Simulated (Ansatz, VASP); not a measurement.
Cs: VASP beside Ansatz

Contents of INCAR:

```
SYSTEM = Cs
PREC = Accurate
ENCUT = 520
EDIFF = 1E-6
ISMEAR = -1
SIGMA = 0.1
LREAL = .False.
LASPH = .True.
NELM = 100
ALGO = Normal
ISIF = 2
LWAVE = .False.
LCHARG = .True.
GGA = RE
LELF = .True.
LVHAR = .True.
NBANDS = 26
```

File KPOINTS:

```
regular mesh
0
Gamma
  7 7 2
  0 0 0
```

The input POSCAR:

```
Cs
1.0
    5.4274639636      0.0000000000      0.0000000000
   -2.7137319818      4.7003216706      0.0000000000
    0.0000000000      0.0000000000     17.8138175021
Cs
4
Direct
    0.0000000000      0.0000000000      1.0000000000
    0.0000000000      1.0000000000      0.5000000000
    0.3333333333      0.6666666667      0.2500000000
    0.6666666667      0.3333333333      0.7500000000
```

Input for Ansatz:

```yaml
crystal:
  lattice:
    - [5.4274639636, 0.0, 0.0]
    - [-2.7137319818, 4.7003216706, 0.0]
    - [0.0, 0.0, 17.8138175021]
  atoms:
    - { symbol: Cs, position: [0.0, 0.0, 1.0] }
    - { symbol: Cs, position: [0.0, 1.0, 0.5] }
    - { symbol: Cs, position: [0.3333333333, 0.6666666667, 0.25] }
    - { symbol: Cs, position: [0.6666666667, 0.3333333333, 0.75] }
hamiltonian:
  xc: revpbe
  pseudopotentials:
    kind: paw
    azcp:
      Cs: "pseudopotentials/Cs.paw.azcp"
basis:
  ecutwfc: 420
  fft_grid_basis: typed
kpoints:
  mp_grid: { grid: [7, 7, 2], shift: [0, 0, 0] }
magnetization:
  spin_polarized: false
scf:
  occupations: { method: fermi_dirac, width: 0.1 }
  lower_state_search: "off"
output:
  stress: true
```

Alike in both runs: task single point; functional revPBE; k mesh 7 × 7 × 2; occupations fermi-dirac, width 0.1 eV; no spin polarisation.

|  | VASP | Ansatz |
| --- | --- | --- |
| version | VASP 6.6.1 | Ansatz 0.2.0 |
| potentials or method | VASP PAW PBE potentials, release 64 (Cs_sv), cutoff 520 eV | plane waves (420 eV) with PAW, scalar-relativistic |
| valence electrons in the cell | 36 | 36 |

|  | VASP | Ansatz | Ansatz less VASP |
| --- | --- | --- | --- |
| pressure (GPa) | 0.3 | 0.3 | +0.01 |

VASP's potentials were made for PBE, not for revPBE. The functional is the same, so the differences come from potentials, cutoffs and numerics.

Neither program's run includes spin-orbit coupling.
